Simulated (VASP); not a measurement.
# Si2Ni (Fm-3m) in VASP: notebook

Runs on Si2Ni. Level: PBE. Tasks: single point.

Everything below comes from runs of VASP 6.6.1. Logs are shortened: lines on timing, memory, paths and dates and some standing lists are left out, and cuts for length are marked.

## (1) The cell of the first run

Symmetry: Fm-3m, No. 225, cubic system. The conventional cell has a = 5.395 Å, b = 5.395 Å, c = 5.395 Å, α = 90.00°, β = 90.00°, γ = 90.00°. Within 3.1 Å of Si (site symmetry -43m) lie 4 Ni at 2.34 Å and 6 Si at 2.70 Å. Within 3.1 Å of Ni (site symmetry m-3m) lie 8 Si at 2.34 Å.

## (2) Single point, PBE, collinear spin, ferromagnetic start

The input, INCAR:

```
  PREC = Accurate
  ENCUT = 520
  EDIFF = 1E-7
  ISMEAR = 0
  SIGMA = 0.1
  LREAL = F
  LASPH = T
  NELM = 150
  ALGO = Normal
  ISIF = 2
  LWAVE = F
  LCHARG = F
  ISPIN = 2
  MAGMOM = 0 0 2
  LORBIT = 11
  LMAXMIX = 4
  GGA = PE
  NBANDS = 20
```

The input, KPOINTS:

```
regular mesh
0
Gamma
  6 6 6
```

The input, POSCAR:

```
Si2Ni
1.0
    0.0000000000      2.6974999900      2.6974999900
    2.6974999900      0.0000000000      2.6974999900
    2.6974999900      2.6974999900      0.0000000000
Si Ni
2 1
Direct
    0.2500000000      0.2500000000      0.2500000000
    0.7500000000      0.7500000000      0.7500000000
    0.0000000000      0.0000000000      0.0000000000
```

Potentials or basis: VASP PAW PBE potentials, release 64 (Si, Ni).

Command:

```bash
$ cat potpaw_PBE.64/Si/POTCAR potpaw_PBE.64/Ni/POTCAR > POTCAR
$ mpirun -np 1 vasp_std > vasp.out
```

OUTCAR:

```text
PREC = Accurate
   ENCUT = 520
   EDIFF = 1E-7
   ISMEAR = 0
   LREAL = F
   LASPH = T
   NELM = 150
   ISIF = 2
   ISPIN = 2
   LORBIT = 11
   GGA = PE

 ion  position               nearest neighbor table
   1  0.250  0.250  0.250-   3 2.34   3 2.34   3 2.34   3 2.34   2 2.70   2 2.70   2 2.70   2 2.70
                             2 2.70   2 2.70
   2  0.750  0.750  0.750-   3 2.34   3 2.34   3 2.34   3 2.34   1 2.70   1 2.70   1 2.70   1 2.70
                             1 2.70   1 2.70
   3  0.000  0.000  0.000-   2 2.34   2 2.34   2 2.34   1 2.34   1 2.34   1 2.34   2 2.34   1 2.34

  LATTYP: Found a face centered cubic cell.
 ALAT       =     5.3949999800

  Lattice vectors:

 A1 = (   0.0000000000,   2.6974999900,   2.6974999900)
 A2 = (   2.6974999900,   0.0000000000,   2.6974999900)
 A3 = (   2.6974999900,   2.6974999900,   0.0000000000)

Analysis of symmetry for initial positions (statically):
=====================================================================
 Subroutine PRICEL returns:
 Original cell was already a primitive cell.

 Routine SETGRP: Setting up the symmetry group for a
 face centered cubic supercell.

 Subroutine GETGRP returns: Found 48 space group operations
 (whereof 48 operations were pure point group operations)
 out of a pool of 48 trial point group operations.

The static configuration has the point symmetry O_h .

Analysis of symmetry for dynamics (positions and initial velocities):
=====================================================================
 Subroutine PRICEL returns:
 Original cell was already a primitive cell.

 Routine SETGRP: Setting up the symmetry group for a
 face centered cubic supercell.

 Subroutine GETGRP returns: Found 48 space group operations
 (whereof 48 operations were pure point group operations)
 out of a pool of 48 trial point group operations.

The dynamic configuration has the point symmetry O_h .

Analysis of structural, dynamic, and magnetic symmetry:
=====================================================================
 Subroutine PRICEL returns:
 Original cell was already a primitive cell.

 Routine SETGRP: Setting up the symmetry group for a
 face centered cubic supercell.

 Subroutine GETGRP returns: Found 48 space group operations
 (whereof 48 operations were pure point group operations)
 out of a pool of 48 trial point group operations.

The overall configuration has the point symmetry O_h .

 Subroutine INISYM returns: Found 48 space group operations
 (whereof 48 operations are pure point group operations),
 and found     1 'primitive' translations

----------------------------------------------------------------------------------------

                                     Primitive cell

  volume of cell :      39.2568

  direct lattice vectors                    reciprocal lattice vectors
     0.000000000  2.697499990  2.697499990    -0.185356813  0.185356813  0.185356813
     2.697499990  0.000000000  2.697499990     0.185356813 -0.185356813  0.185356813
     2.697499990  2.697499990  0.000000000     0.185356813  0.185356813 -0.185356813

  length of vectors
     3.814841070  3.814841070  3.814841070     0.321047417  0.321047417  0.321047417

  position of ions in fractional coordinates (direct lattice)
     0.250000000  0.250000000  0.250000000
     0.750000000  0.750000000  0.750000000
     0.000000000  0.000000000  0.000000000

  ion indices of the primitive-cell ions
   primitive index   ion index
                 1           1
                 2           2
                 3           3

----------------------------------------------------------------------------------------

 KPOINTS: regular mesh

Automatic generation of k-mesh.
 Grid dimensions read from file:
 generate k-points for:    6    6    6

 Generating k-lattice:

  Cartesian coordinates                     Fractional coordinates (reciprocal lattice)
    -0.030892802  0.030892802  0.030892802     0.166666667  0.000000000  0.000000000
     0.030892802 -0.030892802  0.030892802     0.000000000  0.166666667  0.000000000
     0.030892802  0.030892802 -0.030892802     0.000000000  0.000000000  0.166666667

  Length of vectors
     0.053507903  0.053507903  0.053507903

  Shift w.r.t. Gamma in fractional coordinates (k-lattice)
     0.000000000  0.000000000  0.000000000

 Subroutine IBZKPT returns following result:
 ===========================================

 Found     16 irreducible k-points:

 Following reciprocal coordinates:
            Coordinates               Weight
  0.000000  0.000000  0.000000      1.000000
  0.166667  0.000000  0.000000      8.000000
  0.333333  0.000000  0.000000      8.000000
  0.500000  0.000000  0.000000      4.000000
  0.166667  0.166667  0.000000      6.000000
  0.333333  0.166667  0.000000     24.000000
[... 8 lines left out ...]
 -0.333333  0.333333  0.166667     24.000000
 -0.333333  0.500000  0.166667     12.000000
   k-points           NKPTS =     16   k-points in BZ     NKDIM =     16   number of bands    NBANDS=     20
   number of dos      NEDOS =    301   number of ions     NIONS =      3
   total plane-waves  NPLWV =  21952
   dimension x,y,z NGX =    28 NGY =   28 NGZ =   28
   dimension x,y,z NGXF=    56 NGYF=   56 NGZF=   56
   ions per type =               2   1
   NGX,Y,Z   is equivalent  to a cutoff of  12.20, 12.20, 12.20 a.u.
   NGXF,Y,Z  is equivalent  to a cutoff of  24.40, 24.40, 24.40 a.u.
 SYSTEM =  unknown system
   PREC   = accura    normal or accurate (medium, high low for compatibility)
   ISTART =      0    job   : 0-new  1-cont  2-samecut
   ICHARG =      2    charge: 1-file 2-atom 10-const
   ISPIN  =      2    spin polarized calculation?
   LNONCOLLINEAR =      F non collinear calculations
   LSORBIT =      F    spin-orbit coupling
   LASPH  =      T    aspherical Exc in radial PAW
   ENCUT  =  520.0 eV  38.22 Ry    6.18 a.u.   7.09  7.09  7.09*2*pi/ulx,y,z
   NELM   =    150;   NELMIN=  2; NELMDL= -5     # of ELM steps
   EDIFF  = 0.1E-06   stopping-criterion for ELM
   LREAL  =      F    real-space projection
   EDIFFG = 0.1E-05   stopping-criterion for IOM
   NSW    =      0    number of steps for IOM
   IBRION =     -1    ionic relax: 0-MD 1-quasi-New 2-CG
   NFREE  =      0    steps in history (QN), initial steepest desc. (CG)
   ISIF   =      2    stress and relaxation
   ISYM   =      2    0-nonsym 1-usesym 2-fastsym
   POTIM  = 0.5000    time-step for ionic-motion
   TEBEG  =    0.0;   TEEND  =   0.0 temperature during run
   PSTRESS=    0.0 pullay stress
   NELECT =      18.0000    total number of electrons
   NUPDOWN=      -1.0000    fix difference up-down
   EMIN   =  10.00;   EMAX   =-10.00  energy-range for DOS
   EFERMI =   0.00;   METHOD = LEGACY
   ISMEAR =     0;   SIGMA  =   0.10  broadening in eV -4-tet -1-fermi 0-gaus
   EFERMI_NEDOS =   21; number of points for ismear=-14 and -15
   IALGO  =     38    algorithm
   IMIX   =      4    mixing-type and parameters
     AMIX     =   0.40;   BMIX     =  1.00
     AMIX_MAG =   1.60;   BMIX_MAG =  1.00
  volume/ion in A,a.u.               =      13.09        88.31
  Fermi-wavevector in a.u.,A,eV,Ry     =   1.262392  2.385575 21.682699  1.593633
  Thomas-Fermi vector in A             =   2.395802
   LORBIT       =     11    0 simple, 1 ext, 2 COOP (PROOUT), +10 PAW based schemes
   GGA     = PE    functional components
   LHFCALC =     F    Hartree Fock is set to
   AEXX    =    0.0000 exact exchange contribution
   IVDW    =     0    specifies the selected vdW correction
   LEPSILON=     F    determine dielectric tensor
   LRPA    =     F    only Hartree local field effects (RPA)
 spin polarized calculation
 Gauss-broadening in eV      SIGMA  =   0.10
  energy-cutoff  :      520.00
  volume of cell :       39.26
 maximum number of plane-waves:      1067
   NGX = 15   NGY = 15   NGZ = 15

 number of electron      17.9999996 magnetization      -0.0002502

 number of electron      17.9999996 magnetization       0.0000123

 Free energy of the ion-electron system (eV)
  ---------------------------------------------------
  ext. energy  EPLUGINS =         0.00000000
  ---------------------------------------------------
  free energy    TOTEN  =       -17.35377281 eV

  energy without entropy =      -17.34712538  energy(sigma->0) =      -17.35044909

 E-fermi :  10.6063     XC(G=0): -11.6147

 val. band max:       10.6001042749   @ k =   0.1667   0.1667   0.0000
 cond. band min:      10.8912303209   @ k =   0.3333   0.1667   0.0000
 fundamental gap:      0.2911260460
 Fermi energy:        10.6062682736

 spin component 1

 k-point     1 :       0.0000    0.0000    0.0000
  band No.  band energies     occupation
      1      -3.3673      1.00000
      2       5.3155      1.00000
      3       5.3155      1.00000
      4       5.3155      1.00000
      5       7.0210      1.00000
      6       7.0210      1.00000
[... 12 lines left out ...]
     19      19.7349      0.00000
[... 328 lines left out ...]
      3       2.9642      1.00000
      4       4.4539      1.00000
      5       6.5825      1.00000
      6       6.9006      1.00000
[... 12 lines left out ...]
     19      24.0872      0.00000
     20      26.1698      0.00000
 Fermi energy:        10.6062682736

 spin component 2

 k-point     1 :       0.0000    0.0000    0.0000
  band No.  band energies     occupation
      1      -3.3673      1.00000
      2       5.3155      1.00000
      3       5.3155      1.00000
      4       5.3155      1.00000
      5       7.0210      1.00000
      6       7.0210      1.00000
[... 12 lines left out ...]
     19      19.7349      0.00000
[... 329 lines left out ...]
      4       4.4539      1.00000
      5       6.5825      1.00000
      6       6.9007      1.00000
[... 12 lines left out ...]
     19      24.0872      0.00000
     20      26.1698      0.00000

------------------------ aborting loop because EDIFF is reached ----------------------------------------

  FORCE on cell =-STRESS in cart. coord.  units (eV):
  Direction    XX          YY          ZZ          XY          YZ          ZX
  --------------------------------------------------------------------------------------
  -------------------------------------------------------------------------------------
  Total        1.1863117      1.1863117      1.1863117     -0.0000000     -0.0000000      0.0000000
  in kB       48.4166858     48.4166858     48.4166858     -0.0000000     -0.0000000      0.0000000
  external PRESSURE =      48.4166858 kB  Pullay stress =       0.0000000 kB

 VOLUME and BASIS-vectors are now :
 -----------------------------------------------------------------------------
  energy-cutoff  :      520.00
  volume of cell :       39.26
      direct lattice vectors                 reciprocal lattice vectors
     0.000000000  2.697499990  2.697499990    -0.185356813  0.185356813  0.185356813
     2.697499990  0.000000000  2.697499990     0.185356813 -0.185356813  0.185356813
     2.697499990  2.697499990  0.000000000     0.185356813  0.185356813 -0.185356813

 POSITION                                       TOTAL-FORCE (eV/Angst)
 -----------------------------------------------------------------------------------
      1.34875      1.34875      1.34875        -0.000000     -0.000000     -0.000000
      4.04625      4.04625      4.04625         0.000000      0.000000      0.000000
      0.00000      0.00000      0.00000        -0.000000      0.000000      0.000000
 -----------------------------------------------------------------------------------
    total drift:                               -0.000000     -0.000000      0.000000

  FREE ENERGIE OF THE ION-ELECTRON SYSTEM (eV)
  ---------------------------------------------------
  free  energy   TOTEN  =       -17.3537728079 eV

  energy  without entropy=      -17.3471253751  energy(sigma->0) =      -17.35044909

 total charge

# of ion       s       p       d       tot
------------------------------------------
    1        0.745   0.846   0.000   1.591
    2        0.745   0.846   0.000   1.591
    3        0.562   0.800   8.461   9.824
--------------------------------------------------
tot          2.053   2.492   8.461  13.006

 magnetization (x)

# of ion       s       p       d       tot
------------------------------------------
    1        0.000  -0.000   0.000   0.000
    2        0.000  -0.000   0.000   0.000
    3        0.000   0.000   0.000   0.000
--------------------------------------------------
tot          0.000  -0.000   0.000   0.000
```

It took 18 s on 1 thread of Intel Xeon 6975P-C (Granite Rapids), shared host; peak memory 0.17 GiB.

What came out:

```
Free energy                                           : -17.3538 eV
Pressure                                              : 4.8 GPa
Band gap on the k mesh                                : zero (filled and empty bands overlap)
Net moment                                            : 0.00 μB per cell
Valence electrons inside the program's atomic spheres : Si 1.59; Ni 9.82
```

Caveat: the starting moments collapsed, and a magnetic state may lie lower.

## (3) Single point, PBE, collinear spin, ferromagnetic start

This run uses another cell than the first one, of 13.48 Å³/atom, 1.030 times its volume.

The input, INCAR:

```
PREC = Accurate
ENCUT = 520
EDIFF = 1E-7
ISMEAR = 0
SIGMA = 0.1
LREAL = F
LASPH = T
NELM = 150
ALGO = Normal
ISIF = 2
LWAVE = F
LCHARG = F
ISPIN = 2
MAGMOM = 0 0 2
LORBIT = 11
LMAXMIX = 4
GGA = PE
NBANDS = 20
```

KPOINTS is that of step 2.

The input, POSCAR:

```
Si2Ni
1.0
    0.0000000000      2.7243626439      2.7243626439
    2.7243626439      0.0000000000      2.7243626439
    2.7243626439      2.7243626439      0.0000000000
Si Ni
2 1
Direct
    0.2500000000      0.2500000000      0.2500000000
    0.7500000000      0.7500000000      0.7500000000
    0.0000000000      0.0000000000      0.0000000000
```

Potentials or basis: VASP PAW PBE potentials, release 64 (Si, Ni).

Command:

```bash
$ cat potpaw_PBE.64/Si/POTCAR potpaw_PBE.64/Ni/POTCAR > POTCAR
$ mpirun -np 1 vasp_std > vasp.out
```

It took 23 s on 1 thread of Intel Xeon 6975P-C (Granite Rapids), shared host; peak memory 0.19 GiB.

It converged, with:

| Quantity | Value |
| --- | --- |
| Free energy | -17.3719 eV |
| Pressure | 0.1 GPa |
| Band gap on the k mesh | zero (filled and empty bands overlap) |
| Net moment | 0.00 μB per cell |
| Valence electrons inside the program's atomic spheres | Si 1.57; Ni 9.75 |

Levels at points of the mesh, in eV from the Fermi level:
Spin up:
```
           k point  band 6  band 7  band 8  band 9  band 10  band 11  band 12  band 13
(0.00, 0.00, 0.00)   -3.40   -0.53    1.64    1.64     1.64     2.28     2.28     2.28
(0.50, 0.00, 0.00)   -3.22   -3.22   -1.43   -1.43     1.71     1.76     1.76     2.44
(0.50, 0.50, 0.00)   -3.49   -3.49   -3.33   -3.01    -0.47     1.43     7.70     8.08
```
Spin down:
```
           k point  band 7  band 8  band 9  band 10  band 11  band 12
(0.00, 0.00, 0.00)   -0.53    1.64    1.64     1.64     2.28     2.28
(0.50, 0.00, 0.00)   -3.22   -1.43   -1.43     1.71     1.76     1.76
(0.50, 0.50, 0.00)   -3.49   -3.33   -3.01    -0.47     1.43     7.70
```

Caveat: the starting moments collapsed, and a magnetic state may lie lower.
